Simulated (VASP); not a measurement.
# Be3Te2O in VASP: a series of runs, part 2 of 2

VASP 6.6.1. Earlier steps stand in the parts before.

## Step 4: Single point, PBE

This run uses another cell than the first one, of 19.83 Å³/atom.

The input, INCAR:

```
PREC = Accurate
ENCUT = 600
EDIFF = 1E-6
ISMEAR = 0
SIGMA = 0.15
LREAL = F
LASPH = T
NELM = 120
ALGO = Normal
ISIF = 2
LWAVE = F
LCHARG = F
GGA = PE
NBANDS = 21
GGA_COMPAT = F
```

The input, KPOINTS:

```
regular mesh
0
Gamma
  3 3 4
```

The input, POSCAR:

```
Be3Te2O
1.0
    6.2321532921     -0.0000000032      0.0000000000
   -3.1160766433      5.3972030728      0.0000000000
    0.0000000000      0.0000000000      3.5376824394
Be Te O
3 2 1
Direct
    0.5000000000      0.0000000000      0.5000000000
    0.5000000000      0.5000000000      0.5000000000
    0.0000000000      0.5000000000      0.5000000000
    0.3333333333      0.6666666667      0.0000000000
    0.6666666667      0.3333333333      0.0000000000
    0.0000000000      0.0000000000      0.0000000000
```

Potentials or basis: VASP PAW PBE potentials, release 64 (Be, Te, O).

On the command line:

```console
> cat potpaw_PBE.64/Be/POTCAR potpaw_PBE.64/Te/POTCAR potpaw_PBE.64/O/POTCAR > POTCAR
> mpirun -np 1 vasp_std > vasp.out
```

OUTCAR:

```text
PREC = Accurate
   ENCUT = 600
   EDIFF = 1E-6
   ISMEAR = 0
   LREAL = F
   LASPH = T
   NELM = 120
   ISIF = 2
   GGA = PE

 ion  position               nearest neighbor table
   1  0.500  0.000  0.500-   4 2.52   5 2.52   4 2.52   5 2.52
   2  0.500  0.500  0.500-   4 2.52   5 2.52   4 2.52   5 2.52
   3  0.000  0.500  0.500-   4 2.52   5 2.52   4 2.52   5 2.52
   4  0.333  0.667  0.000-   1 2.52   1 2.52   3 2.52   3 2.52   2 2.52   2 2.52   5 3.60   5 3.60
                             5 3.60
   5  0.667  0.333  0.000-   1 2.52   1 2.52   3 2.52   3 2.52   2 2.52   2 2.52   4 3.60   4 3.60
                             4 3.60
   6  0.000  0.000  0.000-

  LATTYP: Found a hexagonal cell.
 ALAT       =     6.2321532921
 C/A-ratio  =     0.5676501000

  Lattice vectors:

 A1 = (   6.2321532921,  -0.0000000032,   0.0000000000)
 A2 = (  -3.1160766433,   5.3972030728,   0.0000000000)
 A3 = (   0.0000000000,   0.0000000000,   3.5376824394)

Analysis of symmetry for initial positions (statically):
=====================================================================
 Subroutine PRICEL returns:
 Original cell was already a primitive cell.

 Routine SETGRP: Setting up the symmetry group for a
 hexagonal supercell.

 Subroutine GETGRP returns: Found 24 space group operations
 (whereof 24 operations were pure point group operations)
 out of a pool of 24 trial point group operations.

The static configuration has the point symmetry D_6h.

Analysis of symmetry for dynamics (positions and initial velocities):
=====================================================================
 Subroutine PRICEL returns:
 Original cell was already a primitive cell.

 Routine SETGRP: Setting up the symmetry group for a
 hexagonal supercell.

 Subroutine GETGRP returns: Found 24 space group operations
 (whereof 24 operations were pure point group operations)
[... 114 lines left out ...]
     AMIX_MAG =   1.60;   BMIX_MAG =  1.00
  volume/ion in A,a.u.               =      19.83       133.84
  Fermi-wavevector in a.u.,A,eV,Ry     =   0.960071  1.814271 12.540983  0.921736
  Thomas-Fermi vector in A             =   2.089323
   LORBIT       =      0    0 simple, 1 ext, 2 COOP (PROOUT), +10 PAW based schemes
   GGA     = PE    functional components
   LHFCALC =     F    Hartree Fock is set to
   AEXX    =    0.0000 exact exchange contribution
   IVDW    =     0    specifies the selected vdW correction
   LEPSILON=     F    determine dielectric tensor
   LRPA    =     F    only Hartree local field effects (RPA)
 non-spin polarized calculation
 Gauss-broadening in eV      SIGMA  =   0.15
  energy-cutoff  :      600.00
  volume of cell :      118.99
 maximum number of plane-waves:      4016
 NGX is ok and might be reduce to    50
   NGX = 25   NGY = 25   NGZ = 15

 number of electron      24.0000003 magnetization

 Free energy of the ion-electron system (eV)
  ---------------------------------------------------
  ext. energy  EPLUGINS =         0.00000000
  ---------------------------------------------------
  free energy    TOTEN  =       -17.12449317 eV

  energy without entropy =      -17.06304531  energy(sigma->0) =      -17.09376924

 E-fermi :   4.2444     XC(G=0):  -8.9075

 val. band max:        4.1593874049   @ k =   0.3333   0.3333   0.5000
 cond. band min:       4.2452220134   @ k =   0.0000   0.0000   0.2500
 fundamental gap:      0.0858346086
 Fermi energy:         4.2443531377

 k-point     1 :       0.0000    0.0000    0.0000
  band No.  band energies     occupation
      1     -10.7444      2.00000
      2      -9.2433      2.00000
      3      -7.8953      2.00000
      4      -1.7405      2.00000
      5      -1.7405      2.00000
      6       0.5657      2.00000
[... 205 lines left out ...]
     20       8.6715      0.00000
     21      10.0524      0.00000

------------------------ aborting loop because EDIFF is reached ----------------------------------------

  FORCE on cell =-STRESS in cart. coord.  units (eV):
  Direction    XX          YY          ZZ          XY          YZ          ZX
  --------------------------------------------------------------------------------------
  -------------------------------------------------------------------------------------
  Total        0.2035229      0.2035229      0.1876847     -0.0000000      0.0000000      0.0000000
  in kB        2.7403008      2.7403008      2.5270498     -0.0000000      0.0000000      0.0000000
  external PRESSURE =       2.6692171 kB  Pullay stress =       0.0000000 kB

 VOLUME and BASIS-vectors are now :
 -----------------------------------------------------------------------------
  energy-cutoff  :      600.00
  volume of cell :      118.99
      direct lattice vectors                 reciprocal lattice vectors
     6.232153292 -0.000000003  0.000000000     0.160458184  0.092640576  0.000000000
    -3.116076643  5.397203073  0.000000000     0.000000000  0.185281152  0.000000000
     0.000000000  0.000000000  3.537682439     0.000000000  0.000000000  0.282670934

 POSITION                                       TOTAL-FORCE (eV/Angst)
 -----------------------------------------------------------------------------------
      3.11608     -0.00000      1.76884         0.000000      0.000000      0.000000
      1.55804      2.69860      1.76884         0.000000      0.000000      0.000000
     -1.55804      2.69860      1.76884         0.000000      0.000000      0.000000
      0.00000      3.59814      0.00000        -0.000000      0.000000      0.000000
      3.11608      1.79907      0.00000         0.000000     -0.000000     -0.000000
      0.00000      0.00000      0.00000         0.000000      0.000000      0.000000
 -----------------------------------------------------------------------------------
    total drift:                               -0.000000     -0.000000     -0.000000

  FREE ENERGIE OF THE ION-ELECTRON SYSTEM (eV)
  ---------------------------------------------------
  free  energy   TOTEN  =       -17.1244931747 eV

  energy  without entropy=      -17.0630453101  energy(sigma->0) =      -17.09376924
```

stdout:

```text
POSCAR found type information on POSCAR BeTeO
 POSCAR found :  3 types and       6 ions
 scaLAPACK will be used
 LDA part: xc-table for (Slater+PW92), standard interpolation
 POSCAR, INCAR and KPOINTS ok, starting setup
 FFT: planning ... GRIDC
 FFT: planning ... GRID_SOFT
 FFT: planning ... GRID
 WAVECAR not read
 entering main loop
```

It took 29 s on 1 thread of Intel Xeon Platinum 8488C (Sapphire Rapids), shared host; peak memory 0.25 GiB.

Results:

* Free energy: -17.1245 eV
* Pressure: 0.3 GPa
* Band gap on the k mesh: zero (bands 12 and 13 overlap by 0.36 eV)

Caveat: the k points lie up to 0.44 Å⁻¹ apart; semilocal functionals underestimate gaps, and a narrow one can read as zero; spin-orbit coupling is left out, which moves the levels of the heavy elements.

## Step 5: Summary

```csv
cell,k mesh,gap on the mesh (eV),pressure (GPa)
"a = 4.982, b = 4.982, c = 4.846 Å, angles 90.0, 90.0, 120.0°, 6 atoms, atomic positions A",3 × 3 × 2,none,-0.2
"a = 5.136, b = 5.136, c = 4.543 Å, angles 90.0, 90.0, 120.0°, 6 atoms, atomic positions B",3 × 3 × 3,none,0.2
"a = 6.232, b = 6.232, c = 3.538 Å, angles 90.0, 90.0, 120.0°, 6 atoms, atomic positions C",3 × 3 × 4,none,0.3
```

Alike in all rows: task single point; level PBE; potentials or basis VASP PAW PBE potentials, release 64 (Be, Te, O); no spin polarisation; cutoff (eV) 600; smearing gaussian 0.15 eV.

Caveats: all runs use coarse meshes; spin-orbit coupling is left out, which moves the levels of the heavy elements; semilocal functionals underestimate gaps, and a narrow one can read as zero (at least some runs).

Total energies depend on the potentials used, so only differences within one code and one set of settings carry meaning.

The gap in the log of VASP goes by the Fermi energy; the results here count the filled bands.